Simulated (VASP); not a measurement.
Set up this calculation in VASP 6.6.1, as the native input.

```
Task                   : single point
Functional             : PBE
Potentials or basis    : VASP PAW PBE potentials, release 64 (W_sv, O)
Cutoff                 : 520 eV
k mesh                 : 4 × 4 × 4
Occupations            : gaussian, width 0.1 eV
Spin                   : no spin polarisation
Dipole correction      : no
Further INCAR settings : ALGO = Normal; EDIFF = 1e-06; NBANDS = 32
```

The structure of W3O lies in POSCAR:

```
W3O
1.0
    3.8864332523      0.0000000000      0.0000000000
    0.0000000000      3.8864332523      0.0000000000
    0.0000000000      0.0000000000      3.8864332523
W O
3 1
Direct
    0.0000000000      0.5000000000      0.5000000000
    0.5000000000      0.0000000000      0.5000000000
    0.5000000000      0.5000000000      0.0000000000
    0.0000000000      0.0000000000      0.0000000000
```

The input as run:

INCAR

```
ALGO     = Normal         # electronic algorithm
EDIFF    = 1E-6           # SCF threshold, eV
ENCUT    = 520            # plane-wave cutoff, eV
GGA      = PE             # functional
ISIF     = 2              # what is computed and relaxed
ISMEAR   = 0              # smearing method
LASPH    = True           # aspherical terms in the spheres
LCHARG   = False          # write CHGCAR
LREAL    = False          # projectors in reciprocal space
LWAVE    = False          # write WAVECAR
NBANDS   = 32             # bands
NELM     = 100            # most SCF steps
PREC     = Accurate       # precision mode
SIGMA    = 0.1            # smearing width, eV
```

KPOINTS

```
k-points
0
Gamma
  4 4 4
```

Potentials or basis: VASP PAW PBE potentials, release 64 (W_sv, O).

The run is started by

```sh
$ cat potpaw_PBE.64/W_sv/POTCAR potpaw_PBE.64/O/POTCAR > POTCAR
$ mpirun -np 1 vasp_std > vasp.out
```

Results of the run:

* Pressure: 0.7 GPa
* Band gap on the k mesh: zero (band 24 reaches 11.06 eV, above the bottom of band 25 at 9.22 eV)

Caveat: the k points lie up to 0.40 Å⁻¹ apart; spin-orbit coupling is left out, which moves the levels of the heavy elements.

Run time: 12 s on 1 thread of Intel(R) Xeon(R) 6975P-C (Granite Rapids), with other jobs on the host, peak memory 0.17 GiB.
